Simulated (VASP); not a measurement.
# Mo (Fm-3m) in VASP: single point with PBE

Aim: the single point of Mo with PBE.

Everything below comes from runs of VASP 6.6.1. Logs are shortened: lines on timing, memory, paths and dates and some standing lists are left out, and cuts for length are marked.

## Step 1: The cell of the first run

It takes space group Fm-3m (No. 225, cubic). The conventional cell has a = 4.082 Å, b = 4.082 Å, c = 4.082 Å, α = 90.00°, β = 90.00°, γ = 90.00°. Within 3.8 Å of Mo (site symmetry m-3m) lie 12 Mo at 2.89 Å.

This isn't the form of Mo at room conditions, which is bcc.

## Step 2: Single point, PBE

File INCAR:

```
ALGO = Normal ; EDIFF = 1E-6
ENCUT = 500 ; GGA = PE
GGA_COMPAT = False ; ISIF = 2
ISMEAR = -1 ; LASPH = True
LCHARG = False ; LREAL = False
LWAVE = False ; NBANDS = 13
NELM = 120 ; PREC = Accurate
SIGMA = 0.06122561905347299
```

File KPOINTS:

```
k-points
0
Gamma
  47 47 47
```

File POSCAR:

```
Mo
1.0
    0.0000000000      2.0411419900      2.0411419900
    2.0411419900      0.0000000000      2.0411419900
    2.0411419900      2.0411419900      0.0000000000
Mo
1
Direct
    0.0000000000      0.0000000000      0.0000000000
```

Potentials or basis: VASP PAW PBE potentials, release 64 (Mo_sv).

Launch:

```
> cat potpaw_PBE.64/Mo_sv/POTCAR > POTCAR
> mpirun -np 1 vasp_std > vasp.out
```

OUTCAR:

```text
EDIFF = 1E-6
   ENCUT = 500
   GGA = PE
   ISIF = 2
   ISMEAR = -1
   LASPH = True
   LREAL = False
   NELM = 120
   PREC = Accurate

 ion  position               nearest neighbor table
   1  0.000  0.000  0.000-

  LATTYP: Found a face centered cubic cell.
 ALAT       =     4.0822839800

  Lattice vectors:

 A1 = (   0.0000000000,   2.0411419900,   2.0411419900)
 A2 = (   2.0411419900,   0.0000000000,   2.0411419900)
 A3 = (   2.0411419900,   2.0411419900,   0.0000000000)

Analysis of symmetry for initial positions (statically):
=====================================================================
 Subroutine PRICEL returns:
 Original cell was already a primitive cell.

 Routine SETGRP: Setting up the symmetry group for a
 face centered cubic supercell.

 Subroutine GETGRP returns: Found 48 space group operations
 (whereof 48 operations were pure point group operations)
 out of a pool of 48 trial point group operations.

The static configuration has the point symmetry O_h .

Analysis of symmetry for dynamics (positions and initial velocities):
=====================================================================
 Subroutine PRICEL returns:
 Original cell was already a primitive cell.

 Routine SETGRP: Setting up the symmetry group for a
 face centered cubic supercell.

 Subroutine GETGRP returns: Found 48 space group operations
 (whereof 48 operations were pure point group operations)
 out of a pool of 48 trial point group operations.

The dynamic configuration has the point symmetry O_h .

 Subroutine INISYM returns: Found 48 space group operations
 (whereof 48 operations are pure point group operations),
 and found     1 'primitive' translations

----------------------------------------------------------------------------------------

                                     Primitive cell

  volume of cell :      17.0079

  direct lattice vectors                    reciprocal lattice vectors
     0.000000000  2.041141990  2.041141990    -0.244960910  0.244960910  0.244960910
     2.041141990  0.000000000  2.041141990     0.244960910 -0.244960910  0.244960910
     2.041141990  2.041141990  0.000000000     0.244960910  0.244960910 -0.244960910

  length of vectors
     2.886610685  2.886610685  2.886610685     0.424284743  0.424284743  0.424284743

  position of ions in fractional coordinates (direct lattice)
     0.000000000  0.000000000  0.000000000

  ion indices of the primitive-cell ions
   primitive index   ion index
                 1           1

----------------------------------------------------------------------------------------

 KPOINTS: k-points

Automatic generation of k-mesh.
 Grid dimensions read from file:
 generate k-points for:   47   47   47

 Generating k-lattice:

  Cartesian coordinates                     Fractional coordinates (reciprocal lattice)
    -0.005211934  0.005211934  0.005211934     0.021276596  0.000000000  0.000000000
     0.005211934 -0.005211934  0.005211934     0.000000000  0.021276596  0.000000000
     0.005211934  0.005211934 -0.005211934     0.000000000  0.000000000  0.021276596

  Length of vectors
     0.009027335  0.009027335  0.009027335

  Shift w.r.t. Gamma in fractional coordinates (k-lattice)
     0.000000000  0.000000000  0.000000000

 Subroutine IBZKPT returns following result:
 ===========================================

 Found   2600 irreducible k-points:

 Following reciprocal coordinates:
            Coordinates               Weight
  0.000000  0.000000  0.000000      1.000000
  0.021277  0.000000  0.000000      8.000000
  0.042553  0.000000  0.000000      8.000000
  0.063830  0.000000  0.000000      8.000000
  0.085106  0.000000  0.000000      8.000000
  0.106383  0.000000  0.000000      8.000000
[... 16 lines left out ...]
  0.468085  0.000000  0.000000      8.000000
  0.489362  0.000000  0.000000      8.000000
 [... further k-points ...]
   k-points           NKPTS =   2600   k-points in BZ     NKDIM =   2600   number of bands    NBANDS=     13
   number of dos      NEDOS =    301   number of ions     NIONS =      1
   total plane-waves  NPLWV =  13824
   dimension x,y,z NGX =    24 NGY =   24 NGZ =   24
   dimension x,y,z NGXF=    48 NGYF=   48 NGZF=   48
   ions per type =               1
   NGX,Y,Z   is equivalent  to a cutoff of  13.82, 13.82, 13.82 a.u.
   NGXF,Y,Z  is equivalent  to a cutoff of  27.64, 27.64, 27.64 a.u.
 SYSTEM =  unknown system
   PREC   = accura    normal or accurate (medium, high low for compatibility)
   ISTART =      0    job   : 0-new  1-cont  2-samecut
   ICHARG =      2    charge: 1-file 2-atom 10-const
   ISPIN  =      1    spin polarized calculation?
   LNONCOLLINEAR =      F non collinear calculations
   LSORBIT =      F    spin-orbit coupling
   LASPH  =      T    aspherical Exc in radial PAW
   ENCUT  =  500.0 eV  36.75 Ry    6.06 a.u.   5.26  5.26  5.26*2*pi/ulx,y,z
   NELM   =    120;   NELMIN=  2; NELMDL= -5     # of ELM steps
   EDIFF  = 0.1E-05   stopping-criterion for ELM
   LREAL  =      F    real-space projection
   EDIFFG = 0.1E-04   stopping-criterion for IOM
   NSW    =      0    number of steps for IOM
   IBRION =     -1    ionic relax: 0-MD 1-quasi-New 2-CG
   NFREE  =      0    steps in history (QN), initial steepest desc. (CG)
   ISIF   =      2    stress and relaxation
   ISYM   =      2    0-nonsym 1-usesym 2-fastsym
   POTIM  = 0.5000    time-step for ionic-motion
   TEBEG  =    0.0;   TEEND  =   0.0 temperature during run
   PSTRESS=    0.0 pullay stress
   NELECT =      14.0000    total number of electrons
   NUPDOWN=      -1.0000    fix difference up-down
   EMIN   =  10.00;   EMAX   =-10.00  energy-range for DOS
   EFERMI =   0.00;   METHOD = LEGACY
   ISMEAR =    -1;   SIGMA  =   0.06  broadening in eV -4-tet -1-fermi 0-gaus
   EFERMI_NEDOS =   21; number of points for ismear=-14 and -15
   IALGO  =     38    algorithm
   IMIX   =      4    mixing-type and parameters
     AMIX     =   0.40;   BMIX     =  1.00
     AMIX_MAG =   1.60;   BMIX_MAG =  1.00
  volume/ion in A,a.u.               =      17.01       114.77
  Fermi-wavevector in a.u.,A,eV,Ry     =   1.534267  2.899344 32.027780  2.353975
  Thomas-Fermi vector in A             =   2.641219
   LORBIT       =      0    0 simple, 1 ext, 2 COOP (PROOUT), +10 PAW based schemes
   GGA     = PE    functional components
   LHFCALC =     F    Hartree Fock is set to
   AEXX    =    0.0000 exact exchange contribution
   IVDW    =     0    specifies the selected vdW correction
   LEPSILON=     F    determine dielectric tensor
   LRPA    =     F    only Hartree local field effects (RPA)
 non-spin polarized calculation
  energy-cutoff  :      500.00
  volume of cell :       17.01
 maximum number of plane-waves:       446
 NGX is ok and might be reduce to    24
   NGX = 11   NGY = 11   NGZ = 11

 number of electron      14.0000001 magnetization

 Free energy of the ion-electron system (eV)
  ---------------------------------------------------
  ext. energy  EPLUGINS =         0.00000000
  ---------------------------------------------------
  free energy    TOTEN  =       -10.48312032 eV

  energy without entropy =      -10.46576227  energy(sigma->0) =      -10.47444129

 E-fermi :  10.8904     XC(G=0): -12.9032

 val. band max:       10.8898815287   @ k =  -0.3830   0.1915   0.0638
 cond. band min:      10.8904715080   @ k =   0.2340   0.1702   0.0426
 fundamental gap:      0.0005899793
 Fermi energy:        10.8904460786

 k-point     1 :       0.0000    0.0000    0.0000
  band No.  band energies     occupation
      1     -49.8569      2.00000
      2     -23.3142      2.00000
      3     -23.3142      2.00000
      4     -23.3142      2.00000
      5       4.3456      2.00000
      6      10.2596      1.99993
      7      10.2596      1.99993
      8      10.2596      1.99993
      9      12.7104      0.00000
     10      12.7104      0.00000
     11      23.9478      0.00000
     12      28.9174      0.00000
     13      28.9174      0.00000

 k-point     2 :       0.0213    0.0000    0.0000
  band No.  band energies     occupation
      1     -49.8561      2.00000
      2     -23.3193      2.00000
      3     -23.3149      2.00000
      4     -23.3149      2.00000
      5       4.3631      2.00000
      6      10.2476      1.99994
      7      10.2676      1.99992
      8      10.2676      1.99992
      9      12.7040      0.00000
     10      12.7040      0.00000
     11      23.9811      0.00000
     12      28.8260      0.00000
     13      28.9481      0.00000

 k-point     3 :       0.0426    0.0000    0.0000
  band No.  band energies     occupation
      1     -49.8539      2.00000
      2     -23.3343      2.00000
      3     -23.3168      2.00000
      4     -23.3168      2.00000
      5       4.4153      2.00000
      6      10.2125      1.99997
      7      10.2913      1.99989
      8      10.2913      1.99989
      9      12.6855      0.00000
     10      12.6855      0.00000
     11      24.0800      0.00000
     12      28.5754      0.00000
     13      29.0400      0.00000
[... 305 lines left out ...]
 k-point    23 :       0.4681    0.0000    0.0000
  band No.  band energies     occupation
      1     -49.6834      2.00000
      2     -24.3755      2.00000
      3     -23.4546      2.00000
      4     -23.4546      2.00000
      5       6.5789      2.00000
      6      10.1114      1.99999
      7      10.1114      1.99999
      8      12.1496      0.00000
      9      14.5410      0.00000
     10      14.5410      0.00000
     11      21.2433      0.00000
     12      23.6893      0.00000
     13      29.5196      0.00000

 k-point    24 :       0.4894    0.0000    0.0000
  band No.  band energies     occupation
      1     -49.6818      2.00000
      2     -24.3846      2.00000
      3     -23.4558      2.00000
      4     -23.4558      2.00000
      5       6.5735      2.00000
      6      10.1000      2.00000
      7      10.1000      2.00000
      8      12.2454      0.00000
      9      14.5842      0.00000
     10      14.5842      0.00000
     11      21.1491      0.00000
     12      23.6167      0.00000
     13      29.4258      0.00000

 [... further k-points ...]

------------------------ aborting loop because EDIFF is reached ----------------------------------------

  FORCE on cell =-STRESS in cart. coord.  units (eV):
  Direction    XX          YY          ZZ          XY          YZ          ZX
  --------------------------------------------------------------------------------------
  -------------------------------------------------------------------------------------
  Total       -1.2862380     -1.2862380     -1.2862380      0.0000000     -0.0000000      0.0000000
  in kB     -121.1664180   -121.1664180   -121.1664180      0.0000000     -0.0000000      0.0000000
  external PRESSURE =    -121.1664180 kB  Pullay stress =       0.0000000 kB

 VOLUME and BASIS-vectors are now :
 -----------------------------------------------------------------------------
  energy-cutoff  :      500.00
  volume of cell :       17.01
      direct lattice vectors                 reciprocal lattice vectors
     0.000000000  2.041141990  2.041141990    -0.244960910  0.244960910  0.244960910
     2.041141990  0.000000000  2.041141990     0.244960910 -0.244960910  0.244960910
     2.041141990  2.041141990  0.000000000     0.244960910  0.244960910 -0.244960910

 POSITION                                       TOTAL-FORCE (eV/Angst)
 -----------------------------------------------------------------------------------
      0.00000      0.00000      0.00000         0.000000     -0.000000      0.000000
 -----------------------------------------------------------------------------------
    total drift:                                0.000000      0.000000      0.000000

  FREE ENERGIE OF THE ION-ELECTRON SYSTEM (eV)
  ---------------------------------------------------
  free  energy   TOTEN  =       -10.4831203195 eV

  energy  without entropy=      -10.4657622668  energy(sigma->0) =      -10.47444129
```

Run time: 3.1 min. Hardware: 1 thread of Intel Xeon Platinum 8488C (Sapphire Rapids), shared host; peak memory 0.58 GiB.

What came out:

| Quantity | Value |
| --- | --- |
| Free energy | -10.4831 eV |
| Pressure | -12.1 GPa |
| Band gap on the k mesh | zero (bands 7 and 8 overlap by 4.29 eV) |

Caveat: the cell stands under tension.
